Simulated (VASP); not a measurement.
# SnH in VASP: further runs

The runs below take SnH through single point, with PBE.

Everything below comes from runs of VASP 6.6.1. Logs are shortened: lines on timing, memory, paths and dates and some standing lists are left out, and cuts for length are marked.

### Step 1. The cell of the first run

The typed cell holds 8 atoms: a = 3.200 Å, b = 5.166 Å, c = 9.006 Å, α = 90.43°, β = 90.03°, γ = 90.01°.

### Step 2. Single point, PBE

Contents of INCAR:

```
SYSTEM = SnH
PREC = Accurate
ENCUT = 520
EDIFF = 1E-7
ISMEAR = 0
SIGMA = 0.2
LREAL = .False.
LASPH = .True.
NELM = 80
ALGO = Normal
ISIF = 2
LWAVE = .False.
LCHARG = .True.
GGA = PE
LELF = .True.
LVHAR = .True.
NBANDS = 40
```

Contents of KPOINTS:

```
regular mesh
0
Gamma
  6 4 4
  0 0 0
```

Contents of POSCAR:

```
SnH
1.0
    3.1998984794     -0.0052792434     -0.0057168760
   -0.0091516224     -5.1663723275      0.0315403173
   -0.0201952085      0.0121713470     -9.0058921559
Sn H
4 4
Direct
    0.0009819821      0.0012187380      0.3333078061
    0.0009676135      0.4997053722      0.8338275639
    0.9990323865      0.5002946278      0.1661724361
    0.9990180179      0.9987812620      0.6666921939
    0.5015907083      0.0139606945      0.0416753927
    0.5016783831      0.5618328538      0.5234768425
    0.4983216169      0.4381671462      0.4765231575
    0.4984092917      0.9860393055      0.9583246073
```

Potentials or basis: VASP PAW PBE potentials, release 64 (Sn_d, H).

Command:

```sh
$ cat potpaw_PBE.64/Sn_d/POTCAR potpaw_PBE.64/H/POTCAR > POTCAR
$ mpirun -np 1 vasp_std > vasp.out
```

OUTCAR:

```text
SYSTEM = SnH
   PREC = Accurate
   ENCUT = 520
   EDIFF = 1E-7
   ISMEAR = 0
   LREAL = .False.
   LASPH = .True.
   NELM = 80
   ISIF = 2
   GGA = PE

 ion  position               nearest neighbor table
   1  0.001  0.001  0.333-   3 2.98   3 3.00   4 3.00
   2  0.001  0.500  0.834-   4 2.98   3 2.99   4 3.00
   3  0.999  0.500  0.166-   1 2.98   2 2.99   1 3.00
   4  0.999  0.999  0.667-   2 2.98   2 3.00   1 3.00
   5  0.502  0.014  0.042-   8 0.76
   6  0.502  0.562  0.523-   7 0.76
   7  0.498  0.438  0.477-   6 0.76
   8  0.498  0.986  0.958-   5 0.76

  LATTYP: Found a triclinic cell.
 ALAT       =    10.3491854707
 B/A-ratio  =     0.4992157810
 C/A-ratio  =     0.3091941825
 COS(alpha) =     0.0001324706
 COS(beta)  =     0.0004647644
 COS(gamma) =     0.4927307763

  Lattice vectors:

 A1 = (  -0.0293468309,  -5.1542009805,  -8.9743518386)
 A2 = (  -0.0091516224,  -5.1663723275,   0.0315403173)
 A3 = (  -3.1998984794,   0.0052792434,   0.0057168760)

Analysis of symmetry for initial positions (statically):
=====================================================================
 Subroutine PRICEL returns:
 Original cell was already a primitive cell.

 Routine SETGRP: Setting up the symmetry group for a
 triclinic supercell.

 Subroutine GETGRP returns: Found  2 space group operations
 (whereof  2 operations were pure point group operations)
 out of a pool of  2 trial point group operations.

The static configuration has the point symmetry S_2 .

Analysis of symmetry for dynamics (positions and initial velocities):
=====================================================================
 Subroutine PRICEL returns:
 Original cell was already a primitive cell.

 Routine SETGRP: Setting up the symmetry group for a
 triclinic supercell.

 Subroutine GETGRP returns: Found  2 space group operations
 (whereof  2 operations were pure point group operations)
 out of a pool of  2 trial point group operations.

The dynamic configuration has the point symmetry S_2 .

 Subroutine INISYM returns: Found  2 space group operations
 (whereof  2 operations are pure point group operations),
 and found     1 'primitive' translations

----------------------------------------------------------------------------------------

[... 102 lines left out ...]
   ENCUT  =  520.0 eV  38.22 Ry    6.18 a.u.   5.95  9.61 16.75*2*pi/ulx,y,z
   NELM   =     80;   NELMIN=  2; NELMDL= -5     # of ELM steps
   EDIFF  = 0.1E-06   stopping-criterion for ELM
   LREAL  =      F    real-space projection
   EDIFFG = 0.1E-05   stopping-criterion for IOM
   NSW    =      0    number of steps for IOM
   IBRION =     -1    ionic relax: 0-MD 1-quasi-New 2-CG
   NFREE  =      0    steps in history (QN), initial steepest desc. (CG)
   ISIF   =      2    stress and relaxation
   ISYM   =      2    0-nonsym 1-usesym 2-fastsym
   POTIM  = 0.5000    time-step for ionic-motion
   TEBEG  =    0.0;   TEEND  =   0.0 temperature during run
   PSTRESS=    0.0 pullay stress
   NELECT =      60.0000    total number of electrons
   NUPDOWN=      -1.0000    fix difference up-down
   EMIN   =  10.00;   EMAX   =-10.00  energy-range for DOS
   EFERMI =   0.00;   METHOD = LEGACY
   ISMEAR =     0;   SIGMA  =   0.20  broadening in eV -4-tet -1-fermi 0-gaus
   EFERMI_NEDOS =   21; number of points for ismear=-14 and -15
   IALGO  =     38    algorithm
   IMIX   =      4    mixing-type and parameters
     AMIX     =   0.40;   BMIX     =  1.00
     AMIX_MAG =   1.60;   BMIX_MAG =  1.00
  volume/ion in A,a.u.               =      18.61       125.59
  Fermi-wavevector in a.u.,A,eV,Ry     =   1.209231  2.285115 19.894973  1.462239
  Thomas-Fermi vector in A             =   2.344815
   LORBIT       =      0    0 simple, 1 ext, 2 COOP (PROOUT), +10 PAW based schemes
   GGA     = PE    functional components
   LHFCALC =     F    Hartree Fock is set to
   AEXX    =    0.0000 exact exchange contribution
   IVDW    =     0    specifies the selected vdW correction
   LEPSILON=     F    determine dielectric tensor
   LRPA    =     F    only Hartree local field effects (RPA)
 non-spin polarized calculation
 Gauss-broadening in eV      SIGMA  =   0.20
  energy-cutoff  :      520.00
  volume of cell :      148.88
 maximum number of plane-waves:      4040
   NGX = 11   NGY = 19   NGZ = 33

 number of electron      60.0000010 magnetization

 Free energy of the ion-electron system (eV)
  ---------------------------------------------------
  ext. energy  EPLUGINS =         0.00000000
  ---------------------------------------------------
  free energy    TOTEN  =       -27.89867426 eV

  energy without entropy =      -27.84518739  energy(sigma->0) =      -27.87193082

 E-fermi :   5.1985     XC(G=0):  -9.2401

 val. band max:        5.1962372193   @ k =   0.1667   0.2500   0.5000
 cond. band min:       5.2067235659   @ k =  -0.0000   0.0000   0.2500
 fundamental gap:      0.0104863466
 Fermi energy:         5.1985320976

 k-point     1 :       0.0000    0.0000    0.0000
  band No.  band energies     occupation
      1     -16.3485      2.00000
      2     -16.3208      2.00000
      3     -16.3192      2.00000
      4     -16.2870      2.00000
      5     -16.2207      2.00000
      6     -16.2112      2.00000
[... 1021 lines left out ...]
     39      10.0075      0.00000
     40      10.1749      0.00000

 [... further k-points ...]
[... 5 lines left out ...]
  --------------------------------------------------------------------------------------
  -------------------------------------------------------------------------------------
  Total        0.0083251      0.2855649     -0.4784881      0.0020724      0.0503600     -0.0010785
  in kB        0.0895883      3.0730336     -5.1491275      0.0223018      0.5419364     -0.0116064
  external PRESSURE =      -0.6621685 kB  Pullay stress =       0.0000000 kB

 VOLUME and BASIS-vectors are now :
 -----------------------------------------------------------------------------
  energy-cutoff  :      520.00
  volume of cell :      148.88
      direct lattice vectors                 reciprocal lattice vectors
     3.199898479 -0.005279243 -0.005716876     0.312507741 -0.000557854 -0.000701535
    -0.009151622 -5.166372328  0.031540317    -0.000319805 -0.193560440 -0.000260877
    -0.020195208  0.012171347 -9.005892156    -0.000199498 -0.000677531 -0.111038884

 POSITION                                       TOTAL-FORCE (eV/Angst)
 -----------------------------------------------------------------------------------
     -0.00360     -0.00224     -3.00170        -0.001067      0.006701     -0.041326
     -0.01832     -2.57152     -7.49361        -0.001047      0.005988     -0.042551
      3.18887     -2.58796     -1.48646         0.001047     -0.005988      0.042551
      3.17415     -5.15724     -5.97837         0.001067     -0.006701      0.041326
      1.60407     -0.07427     -0.37775        -0.000850      0.010154      0.040923
      1.58961     -2.89891     -4.69952        -0.001010      0.030895      0.030639
      1.58095     -2.26057     -4.28055         0.001010     -0.030895     -0.030639
      1.56648     -5.08521     -8.60232         0.000850     -0.010154     -0.040923
 -----------------------------------------------------------------------------------
    total drift:                                0.000000      0.000000     -0.000000

  FREE ENERGIE OF THE ION-ELECTRON SYSTEM (eV)
  ---------------------------------------------------
  free  energy   TOTEN  =       -27.8986742597 eV

  energy  without entropy=      -27.8451873893  energy(sigma->0) =      -27.87193082
```

stdout:

```text
POSCAR found type information on POSCAR SnH
 POSCAR found :  2 types and       8 ions
 scaLAPACK will be used
 LDA part: xc-table for (Slater+PW92), standard interpolation
 POSCAR, INCAR and KPOINTS ok, starting setup
 FFT: planning ... GRIDC
 FFT: planning ... GRID_SOFT
 FFT: planning ... GRID
 WAVECAR not read
 entering main loop
```

Run time: 3 min. Hardware: 1 thread of AMD EPYC 9R45 (Zen 5), shared host; peak memory 0.35 GiB.

Results:

```
Free energy            : -27.8987 eV
Pressure               : -0.1 GPa
Largest force          : 0.044 eV/Å
Band gap on the k mesh : zero (bands 30 and 31 overlap by 2.61 eV)
```

Forces in eV/Å, atoms in the order of the input:
```
Sn  -0.001  0.007 -0.041
Sn  -0.001  0.006 -0.043
Sn   0.001 -0.006  0.043
Sn   0.001 -0.007  0.041
H   -0.001  0.010  0.041
H   -0.001  0.031  0.031
H    0.001 -0.031 -0.031
H    0.001 -0.010 -0.041
```

Stress tensor (GPa, compression positive):
```
 0.01  0.00  0.00
 0.00  0.31  0.05
 0.00  0.05 -0.51
```

Caveat: spin-orbit coupling is left out, which moves the levels of the heavy elements.

### Step 3. Single point, PBE

This run uses another cell than the first one, of 18.65 Å³/atom.

Contents of INCAR:

```
SYSTEM = SnH
PREC = Accurate
ENCUT = 520
EDIFF = 1E-6
ISMEAR = 0
SIGMA = 0.2
LREAL = .FALSE.
LASPH = .TRUE.
NELM = 80
ALGO = Normal
ISIF = 2
LWAVE = .FALSE.
LCHARG = .FALSE.
GGA = PE
NBANDS = 40
```

Contents of KPOINTS:

```
Automatic mesh
0
G
  6 4 4
  0 0 0
```

Contents of POSCAR:

```
SnH
1.0
   -0.0054921325      0.0060583062      3.1989534332
    5.2470502752     -0.0126633845     -0.0087732662
   -0.0205529291      8.8904763419      0.0192694831
Sn H
4 4
Direct
   -0.0009776179      1.0001433977      0.3325544902
   -0.0005208531      0.5009449012      0.8329034509
    1.0005542559      0.4990717322      0.1670950117
    1.0008457154     -0.0001501586      0.6674438062
    0.4906789644     -0.0121538360      0.0421112640
    0.4877261217      0.4390852276      0.5228069376
    0.5122585122      0.5608360860      0.4771708234
    0.5094349014      1.0122226499     -0.0420857838
```

Potentials or basis: VASP PAW PBE potentials, release 64 (Sn_d, H).

Command:

```sh
$ cat potpaw_PBE.64/Sn_d/POTCAR potpaw_PBE.64/H/POTCAR > POTCAR
$ mpirun -np 1 vasp_std > vasp.out
```

It took 2.7 min on 1 thread of AMD EPYC 9R45 (Zen 5), shared host; peak memory 0.35 GiB.

It converged, with:

```yaml
Free_energy: -27.9040 eV
Pressure: -0.1 GPa
Largest_force: 0.007 eV/Å
Band_gap_on_the_k_mesh: zero (bands 30 and 31 overlap by 2.47 eV)
```

Forces on the atoms (eV/Å):
```
Sn   0.001 -0.001  0.001
Sn   0.000  0.000  0.000
Sn   0.000  0.000  0.000
Sn   0.000  0.001  0.000
H    0.000  0.000  0.002
H   -0.002 -0.005  0.004
H    0.003  0.005 -0.004
H    0.000  0.000 -0.002
```

Levels at points of the mesh, in eV from the Fermi level:
| k point | band 28 | band 29 | band 30 | band 31 | band 32 | band 33 |
| --- | --- | --- | --- | --- | --- | --- |
| (0.00, 0.00, 0.00) | -2.05 | -1.98 | 0.38 | 0.49 | 0.89 | 3.90 |
| (0.50, 0.00, 0.00) | -1.60 | -1.59 | -0.91 | -0.02 | 0.04 | 0.23 |
| (0.00, 0.50, 0.00) | -2.30 | 0.15 | 0.32 | 2.36 | 2.47 | 4.88 |
| (0.50, 0.50, 0.00) | -2.84 | -1.82 | -1.72 | -1.45 | -1.42 | 2.95 |
| (0.00, 0.00, 0.50) | -2.64 | -0.96 | -0.83 | 2.08 | 2.43 | 2.57 |
| (0.50, 0.00, 0.50) | -3.03 | -0.69 | -0.67 | -0.54 | -0.53 | 1.12 |
| (0.00, 0.50, 0.50) | -2.93 | 0.40 | 0.46 | 3.74 | 3.92 | 4.52 |
| (0.50, 0.50, 0.50) | -2.97 | -1.48 | -1.48 | -0.85 | -0.80 | 1.23 |

Caveat: spin-orbit coupling is left out, which moves the levels of the heavy elements.

The gap in the log of VASP goes by the Fermi energy; the results here count the filled bands.